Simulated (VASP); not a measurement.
# Zn5S3O2 in VASP: further runs

Runs on Zn5S3O2. Level: PBE. Tasks: single point.

Program: VASP 6.6.1. These are calculated values, not measurements. Logs are shortened: lines on timing, memory, paths and dates and some standing lists are left out, and cuts for length are marked.

### 1 The cell of the first run

It takes space group Imm2 (No. 44, orthorhombic). The conventional cell has a = 3.629 Å, b = 18.178 Å, c = 5.042 Å, α = 90.00°, β = 90.00°, γ = 90.00°. Within 2.7 Å of Zn (site symmetry m) lie 1 O at 2.00 Å and 3 S at 2.32 to 2.37 Å. Within 2.8 Å of Zn (site symmetry m) lie 2 O at 2.09 Å and 2 S at 2.32 to 2.33 Å. Zn (site symmetry mm2) has 2 O at 2.03 Å and 2 S at 2.33 Å within 2.7 Å. S (site symmetry m) has 4 Zn at 2.32 to 2.37 Å within 3.1 Å. Within 3.1 Å of S (site symmetry mm2) lie 4 Zn at 2.33 Å. O (site symmetry m) has 4 Zn at 2.00 to 2.09 Å within 2.7 Å.

### 2 Single point, PBE

The input, INCAR:

```
SYSTEM = Zn5S3O2
  PREC = Accurate
  ENCUT = 520
  EDIFF = 1E-6
  ISMEAR = 0
  SIGMA = 0.1
  LREAL = .FALSE.
  LASPH = .TRUE.
  NELM = 60
  ALGO = Normal
  ISIF = 2
  LWAVE = .FALSE.
  LCHARG = .TRUE.
  GGA = PE
  LELF = .TRUE.
  LVHAR = .TRUE.
  NBANDS = 56
```

The input, KPOINTS:

```
Automatic mesh
0
G
  4 4 4
  0 0 0
```

The input, POSCAR:

```
Zn5S3O2
1.0
   -3.6293698000      0.0000000000      0.0000000000
    0.0000000000      0.0000000000      5.0416618000
    1.8146849000      9.0889086000     -2.5208309000
Zn S O
5 3 2
Direct
    0.6856800000      0.7820420000      0.3713600000
    0.3143200000      0.4106820000      0.6286400000
    0.9002200000      0.0691250000      0.8004400000
    0.5000000000      0.5887140000      0.0000000000
    0.0997800000      0.2686850000      0.1995600000
    0.8010760000      0.6793160000      0.6021520000
    0.0000000000      0.8774360000      0.0000000000
    0.1989240000      0.0771640000      0.3978480000
    0.4053800000      0.2788010000      0.8107600000
    0.5946200000      0.4680410000      0.1892400000
```

Potentials or basis: VASP PAW PBE potentials, release 64 (Zn, S, O).

On the command line:

```bash
> cat potpaw_PBE.64/Zn/POTCAR potpaw_PBE.64/S/POTCAR potpaw_PBE.64/O/POTCAR > POTCAR
> mpirun -np 1 vasp_std > vasp.out
```

OUTCAR:

```text
SYSTEM = Zn5S3O2
   PREC = Accurate
   ENCUT = 520
   EDIFF = 1E-6
   ISMEAR = 0
   LREAL = .FALSE.
   LASPH = .TRUE.
   NELM = 60
   ISIF = 2
   GGA = PE

 ion  position               nearest neighbor table
   1  0.686  0.782  0.371-  10 2.00   8 2.32   8 2.32   6 2.37
   2  0.314  0.411  0.629-   9 2.00   6 2.32   6 2.32   8 2.37
   3  0.900  0.069  0.800-   9 2.09   9 2.09   6 2.32   7 2.33
   4  0.500  0.589  0.000-   9 2.03  10 2.03   7 2.33   7 2.33
   5  0.100  0.269  0.200-  10 2.09  10 2.09   8 2.32   7 2.33
   6  0.801  0.679  0.602-   2 2.32   2 2.32   3 2.32   1 2.37
   7  0.000  0.877  0.000-   4 2.33   4 2.33   5 2.33   3 2.33
   8  0.199  0.077  0.398-   1 2.32   1 2.32   5 2.32   2 2.37
   9  0.405  0.279  0.811-   2 2.00   4 2.03   3 2.09   3 2.09
  10  0.595  0.468  0.189-   1 2.00   4 2.03   5 2.09   5 2.09

  LATTYP: Found a body centered orthorhombic cell.
 ALAT       =     3.6293698000
 B/A-ratio  =     1.3891287132
 C/A-ratio  =     5.0085326659

  Lattice vectors:

 A1 = (  -1.8146849000,  -9.0889086000,   2.5208309000)
 A2 = (   1.8146849000,  -9.0889086000,  -2.5208309000)
 A3 = (   1.8146849000,   9.0889086000,   2.5208309000)

Analysis of symmetry for initial positions (statically):
=====================================================================
 Subroutine PRICEL returns:
 Original cell was already a primitive cell.

 Routine SETGRP: Setting up the symmetry group for a
 body centered orthorhombic supercell.

 Subroutine GETGRP returns: Found  4 space group operations
 (whereof  4 operations were pure point group operations)
 out of a pool of  8 trial point group operations.

The static configuration has the point symmetry C_2v.

Analysis of symmetry for dynamics (positions and initial velocities):
=====================================================================
 Subroutine PRICEL returns:
 Original cell was already a primitive cell.

 Routine SETGRP: Setting up the symmetry group for a
 body centered orthorhombic supercell.

 Subroutine GETGRP returns: Found  4 space group operations
 (whereof  4 operations were pure point group operations)
 out of a pool of  8 trial point group operations.

The dynamic configuration has the point symmetry C_2v.

 Subroutine INISYM returns: Found  4 space group operations
 (whereof  4 operations are pure point group operations),
 and found     1 'primitive' translations

----------------------------------------------------------------------------------------

                                     Primitive cell

  volume of cell :     166.3094

  direct lattice vectors                    reciprocal lattice vectors
    -3.629369800  0.000000000  0.000000000    -0.275529928  0.055012106  0.000000000
     0.000000000  0.000000000  5.041661800     0.000000000  0.055012106  0.198347299
     1.814684900  9.088908600 -2.520830900     0.000000000  0.110024211  0.000000000

  length of vectors
     3.629369800  5.041661800  9.604995016     0.280968100  0.205834843  0.110024211

  position of ions in fractional coordinates (direct lattice)
     0.685680000  0.782042000  0.371360000
     0.314320000  0.410682000  0.628640000
     0.900220000  0.069125000  0.800440000
     0.500000000  0.588714000  0.000000000
     0.099780000  0.268685000  0.199560000
     0.801076000  0.679316000  0.602152000
     0.000000000  0.877436000  0.000000000
     0.198924000  0.077164000  0.397848000
     0.405380000  0.278801000  0.810760000
     0.594620000  0.468041000  0.189240000

  ion indices of the primitive-cell ions
   primitive index   ion index
                 1           1
                 2           2
                 3           3
                 4           4
                 5           5
                 6           6
                 7           7
                 8           8
                 9           9
                10          10

----------------------------------------------------------------------------------------

 KPOINTS: Automatic mesh

Automatic generation of k-mesh.
 Grid dimensions read from file:
 generate k-points for:    4    4    4

 Generating k-lattice:

  Cartesian coordinates                     Fractional coordinates (reciprocal lattice)
    -0.068882482  0.013753026  0.000000000     0.250000000  0.000000000  0.000000000
     0.000000000  0.013753026  0.049586825     0.000000000  0.250000000 -0.000000000
     0.000000000  0.027506053  0.000000000     0.000000000  0.000000000  0.250000000

  Length of vectors
     0.070242025  0.051458711  0.027506053

  Shift w.r.t. Gamma in fractional coordinates (k-lattice)
     0.000000000  0.000000000  0.000000000

 Subroutine IBZKPT returns following result:
 ===========================================

 Found     18 irreducible k-points:

 Following reciprocal coordinates:
            Coordinates               Weight
  0.000000  0.000000  0.000000      1.000000
  0.250000  0.000000  0.000000      4.000000
  0.500000  0.000000  0.000000      2.000000
  0.000000  0.250000  0.000000      4.000000
  0.250000  0.250000  0.000000      8.000000
  0.500000  0.250000 -0.000000      8.000000
[... 10 lines left out ...]
  0.500000  0.500000  0.250000      2.000000
  0.000000  0.000000  0.500000      1.000000
   k-points           NKPTS =     18   k-points in BZ     NKDIM =     18   number of bands    NBANDS=     56
   number of dos      NEDOS =    301   number of ions     NIONS =     10
   total plane-waves  NPLWV =  80640
   dimension x,y,z NGX =    28 NGY =   40 NGZ =   72
   dimension x,y,z NGXF=    56 NGYF=   80 NGZF=  144
   ions per type =               5   3   2
   NGX,Y,Z   is equivalent  to a cutoff of  12.83, 13.19, 12.46 a.u.
   NGXF,Y,Z  is equivalent  to a cutoff of  25.65, 26.38, 24.92 a.u.
 SYSTEM =  Zn5S3O2
   PREC   = accura    normal or accurate (medium, high low for compatibility)
   ISTART =      0    job   : 0-new  1-cont  2-samecut
   ICHARG =      2    charge: 1-file 2-atom 10-const
   ISPIN  =      1    spin polarized calculation?
   LNONCOLLINEAR =      F non collinear calculations
   LSORBIT =      F    spin-orbit coupling
   LASPH  =      T    aspherical Exc in radial PAW
   ENCUT  =  520.0 eV  38.22 Ry    6.18 a.u.   6.75  9.37 17.86*2*pi/ulx,y,z
   NELM   =     60;   NELMIN=  2; NELMDL= -5     # of ELM steps
   EDIFF  = 0.1E-05   stopping-criterion for ELM
   LREAL  =      F    real-space projection
   EDIFFG = 0.1E-04   stopping-criterion for IOM
   NSW    =      0    number of steps for IOM
   IBRION =     -1    ionic relax: 0-MD 1-quasi-New 2-CG
   NFREE  =      0    steps in history (QN), initial steepest desc. (CG)
   ISIF   =      2    stress and relaxation
   ISYM   =      2    0-nonsym 1-usesym 2-fastsym
   POTIM  = 0.5000    time-step for ionic-motion
   TEBEG  =    0.0;   TEEND  =   0.0 temperature during run
   PSTRESS=    0.0 pullay stress
   NELECT =      90.0000    total number of electrons
   NUPDOWN=      -1.0000    fix difference up-down
   EMIN   =  10.00;   EMAX   =-10.00  energy-range for DOS
   EFERMI =   0.00;   METHOD = LEGACY
   ISMEAR =     0;   SIGMA  =   0.10  broadening in eV -4-tet -1-fermi 0-gaus
   EFERMI_NEDOS =   21; number of points for ismear=-14 and -15
   IALGO  =     38    algorithm
   IMIX   =      4    mixing-type and parameters
     AMIX     =   0.40;   BMIX     =  1.00
     AMIX_MAG =   1.60;   BMIX_MAG =  1.00
  volume/ion in A,a.u.               =      16.63       112.23
  Fermi-wavevector in a.u.,A,eV,Ry     =   1.334085  2.521055 24.215409  1.779782
  Thomas-Fermi vector in A             =   2.462893
   LORBIT       =      0    0 simple, 1 ext, 2 COOP (PROOUT), +10 PAW based schemes
   GGA     = PE    functional components
   LHFCALC =     F    Hartree Fock is set to
   AEXX    =    0.0000 exact exchange contribution
   IVDW    =     0    specifies the selected vdW correction
   LEPSILON=     F    determine dielectric tensor
   LRPA    =     F    only Hartree local field effects (RPA)
 non-spin polarized calculation
 Gauss-broadening in eV      SIGMA  =   0.10
  energy-cutoff  :      520.00
  volume of cell :      166.31
 maximum number of plane-waves:      4514
 NGX is ok and might be reduce to    28
   NGX = 13   NGY = 19   NGZ = 35

 number of electron      90.0000018 magnetization

 Free energy of the ion-electron system (eV)
  ---------------------------------------------------
  ext. energy  EPLUGINS =         0.00000000
  ---------------------------------------------------
  free energy    TOTEN  =       -37.66554524 eV

  energy without entropy =      -37.66554522  energy(sigma->0) =      -37.66554523

 E-fermi :   2.4690     XC(G=0): -10.0388

 val. band max:        2.1162185638   @ k =   0.0000   0.0000   0.5000
 cond. band min:       2.8041276835   @ k =   0.0000   0.0000   0.0000
 fundamental gap:      0.6879091197
 Fermi energy:         2.4689985538

 k-point     1 :       0.0000    0.0000    0.0000
  band No.  band energies     occupation
      1     -15.6569      2.00000
      2     -15.5572      2.00000
      3     -10.8719      2.00000
      4     -10.4154      2.00000
      5     -10.0017      2.00000
      6      -4.3487      2.00000
[... 48 lines left out ...]
     55       9.8908      0.00000
     56      10.2174      0.00000

 k-point     2 :       0.2500    0.0000    0.0000
  band No.  band energies     occupation
      1     -15.5864      2.00000
      2     -15.4973      2.00000
      3     -10.5888      2.00000
      4     -10.2210      2.00000
      5      -9.8922      2.00000
      6      -4.4375      2.00000
[... 48 lines left out ...]
     55       9.3853      0.00000
     56       9.9524      0.00000

 k-point     3 :       0.5000    0.0000    0.0000
  band No.  band energies     occupation
      1     -15.5145      2.00000
      2     -15.4361      2.00000
      3     -10.1920      2.00000
      4     -10.0040      2.00000
      5      -9.8553      2.00000
      6      -4.4733      2.00000
[... 818 lines left out ...]
 k-point    17 :       0.5000    0.5000    0.2500
  band No.  band energies     occupation
      1     -15.5097      2.00000
      2     -15.4334      2.00000
      3     -10.1452      2.00000
      4      -9.9723      2.00000
      5      -9.8384      2.00000
      6      -4.2718      2.00000
[... 48 lines left out ...]
     55       9.3575      0.00000
     56       9.8089      0.00000

 k-point    18 :       0.0000    0.0000    0.5000
  band No.  band energies     occupation
      1     -15.6526      2.00000
      2     -15.5618      2.00000
      3     -10.8363      2.00000
      4     -10.5047      2.00000
      5      -9.9429      2.00000
      6      -4.3977      2.00000
[... 48 lines left out ...]
     55       9.4707      0.00000
     56       9.9678      0.00000

------------------------ aborting loop because EDIFF is reached ----------------------------------------

  FORCE on cell =-STRESS in cart. coord.  units (eV):
  Direction    XX          YY          ZZ          XY          YZ          ZX
  --------------------------------------------------------------------------------------
  -------------------------------------------------------------------------------------
  Total        0.5306183      0.3533543      0.2611969      0.0000000      0.0000000      0.0000000
  in kB        5.1118273      3.4041153      2.5162972      0.0000000      0.0000000      0.0000000
  external PRESSURE =       3.6774133 kB  Pullay stress =       0.0000000 kB

 VOLUME and BASIS-vectors are now :
 -----------------------------------------------------------------------------
  energy-cutoff  :      520.00
  volume of cell :      166.31
      direct lattice vectors                 reciprocal lattice vectors
    -3.629369800  0.000000000  0.000000000    -0.275529928  0.055012106  0.000000000
     0.000000000  0.000000000  5.041661800     0.000000000  0.055012106  0.198347299
     1.814684900  9.088908600 -2.520830900     0.000000000  0.110024211  0.000000000

 POSITION                                       TOTAL-FORCE (eV/Angst)
 -----------------------------------------------------------------------------------
     -1.81468      3.37526      3.00666        -0.000000      0.041117      0.018371
     -0.00000      5.71365      0.48582         0.000000     -0.041117      0.018371
     -1.81468      7.27513     -1.66927        -0.000000     -0.000923     -0.024091
     -1.81468      0.00000      2.96810         0.000000      0.000000      0.029414
     -0.00000      1.81378      0.85156         0.000000      0.000923     -0.024091
     -1.81468      5.47290      1.90696         0.000000     -0.007418      0.009167
      0.00000      0.00000      4.42374         0.000000      0.000000      0.003707
      0.00000      3.61600     -0.61387         0.000000      0.007418      0.009167
      0.00000      7.36892     -0.63817         0.000000      0.013628     -0.020007
     -1.81468      1.71999      1.88266        -0.000000     -0.013628     -0.020007
 -----------------------------------------------------------------------------------
    total drift:                                0.000060      0.000130     -0.000693

  FREE ENERGIE OF THE ION-ELECTRON SYSTEM (eV)
  ---------------------------------------------------
  free  energy   TOTEN  =       -37.6655452419 eV

  energy  without entropy=      -37.6655452179  energy(sigma->0) =      -37.66554523
```

Wall time 3.8 min (1 thread of Intel Xeon Platinum 8259CL at 2.50GHz (Skylake/Cascade Lake), shared host); peak memory 0.34 GiB.

What came out:

| Item | Value |
| --- | --- |
| Free energy | -37.6655 eV |
| Pressure | 0.4 GPa |
| Largest force | 0.045 eV/Å |
| Band gap on the k mesh | 0.69 eV, indirect (the least direct gap lies 3.5 meV higher) |

Forces on the atoms (eV/Å):
```
Zn   0.000  0.041  0.018
Zn   0.000 -0.041  0.018
Zn   0.000 -0.001 -0.024
Zn   0.000  0.000  0.029
Zn   0.000  0.001 -0.024
S    0.000 -0.007  0.009
S    0.000  0.000  0.004
S    0.000  0.007  0.009
O    0.000  0.014 -0.020
O    0.000 -0.014 -0.020
```

Levels at points of the mesh, in eV from the valence-band top:
```
           k point  band 41  band 42  band 43  band 44  band 45  band 46  band 47  band 48  band 49  band 50
(0.00, 0.00, 0.00)    -0.92    -0.48    -0.46    -0.40     0.00     0.69     3.22     4.04     4.88     4.92
(0.50, 0.00, 0.00)    -2.38    -2.05    -2.05    -1.61    -0.98     3.43     3.90     4.07     4.77     4.91
(0.00, 0.50, 0.00)    -1.12    -0.87    -0.77    -0.65    -0.52     2.46     3.08     4.52     4.75     4.99
(0.50, 0.50, 0.00)    -2.14    -1.65    -1.44    -1.14    -0.99     2.93     4.20     4.83     5.21     5.49
(0.00, 0.00, 0.50)    -1.05    -1.00    -0.77    -0.37     0.00     1.71     2.37     3.83     4.78     5.20
```

Caveat: the k points lie up to 0.44 Å⁻¹ apart.

### 3 Single point, PBE

The input, INCAR:

```
SYSTEM = Zn5S3O2
PREC = Accurate
ENCUT = 520
EDIFF = 1E-6
ISMEAR = 0
SIGMA = 0.1
LREAL = .FALSE.
LASPH = .TRUE.
NELM = 60
ALGO = Normal
ISIF = 2
LWAVE = .FALSE.
LCHARG = .TRUE.
GGA = PE
LELF = .TRUE.
LVHAR = .TRUE.
NBANDS = 56
```

The input, KPOINTS:

```
regular mesh
0
G
  4 4 4
  0 0 0
```

The input, POSCAR:

```
Zn5S3O2
1.0
   -3.6404710823     -0.0018270783      0.0011424056
   -0.0016067536     -0.0004271607      5.0332780117
    1.8260368265      9.0863585715     -2.5179189931
Zn S O
5 3 2
Direct
    0.6858601848      0.7821615660      0.3714058831
    0.3144224285      0.4107726016      0.6284557931
    0.8996638633      0.0693239585      0.8005319331
    0.5003744115      0.5889257807      0.0000812280
    0.0998708432      0.2689511970      0.1995433926
    0.8010797659      0.6791827955      0.6022055909
    0.0000698404      0.8772450345     -0.0000269995
    0.1987818124      0.0769154434      0.3978414271
    0.4052927983      0.2787675977      0.8107482875
    0.5945840518      0.4677600254      0.1892134642
```

Potentials or basis: VASP PAW PBE potentials, release 64 (Zn, S, O).

On the command line:

```bash
> cat potpaw_PBE.64/Zn/POTCAR potpaw_PBE.64/S/POTCAR potpaw_PBE.64/O/POTCAR > POTCAR
> mpirun -np 1 vasp_std > vasp.out
```

Run time: 5.5 min. Hardware: 1 thread of Intel Xeon Platinum 8259CL at 2.50GHz (Skylake/Cascade Lake), shared host; peak memory 0.43 GiB.

The run converged. Its results:

| Item | Value |
| --- | --- |
| Free energy | -37.6662 eV |
| Pressure | 0.3 GPa |
| Largest force | 0.047 eV/Å |
| Band gap on the k mesh | 0.71 eV, indirect (the least direct gap lies 3.3 meV higher) |

Forces on the atoms (eV/Å):
```
Zn   0.003  0.040  0.023
Zn   0.002 -0.027  0.021
Zn  -0.008 -0.004 -0.006
Zn   0.003 -0.007  0.031
Zn  -0.001  0.001 -0.021
S    0.001 -0.010  0.000
S    0.000  0.006 -0.006
S   -0.003 -0.002  0.000
O    0.004  0.010 -0.024
O    0.000 -0.007 -0.018
```

Stress tensor (GPa, compression positive):
```
 0.16 -0.03  0.04
-0.03  0.42  0.01
 0.04  0.01  0.24
```

Levels at points of the mesh, in eV from the valence-band top:
| k point | band 41 | band 42 | band 43 | band 44 | band 45 | band 46 | band 47 | band 48 | band 49 | band 50 |
| --- | --- | --- | --- | --- | --- | --- | --- | --- | --- | --- |
| (0.00, 0.00, 0.00) | -0.92 | -0.46 | -0.44 | -0.40 | 0.00 | 0.71 | 3.24 | 4.05 | 4.86 | 4.90 |
| (0.50, 0.00, 0.00) | -2.35 | -2.03 | -2.02 | -1.59 | -0.96 | 3.45 | 3.92 | 4.08 | 4.79 | 4.93 |
| (0.00, 0.50, 0.00) | -1.10 | -0.85 | -0.78 | -0.66 | -0.52 | 2.47 | 3.10 | 4.53 | 4.75 | 4.98 |
| (0.50, 0.50, 0.00) | -2.12 | -1.62 | -1.41 | -1.12 | -0.97 | 2.96 | 4.23 | 4.86 | 5.23 | 5.50 |
| (0.00, 0.00, 0.50) | -1.02 | -1.01 | -0.75 | -0.37 | 0.00 | 1.72 | 2.39 | 3.85 | 4.77 | 5.19 |
| (0.50, 0.00, 0.50) | -2.35 | -2.03 | -2.02 | -1.59 | -0.97 | 3.45 | 3.92 | 4.08 | 4.79 | 4.94 |
| (0.00, 0.50, 0.50) | -1.10 | -0.85 | -0.78 | -0.66 | -0.52 | 2.47 | 3.10 | 4.53 | 4.75 | 4.98 |
| (0.50, 0.50, 0.50) | -2.12 | -1.62 | -1.41 | -1.11 | -0.97 | 2.96 | 4.22 | 4.86 | 5.24 | 5.50 |

Caveat: the k points lie up to 0.44 Å⁻¹ apart.
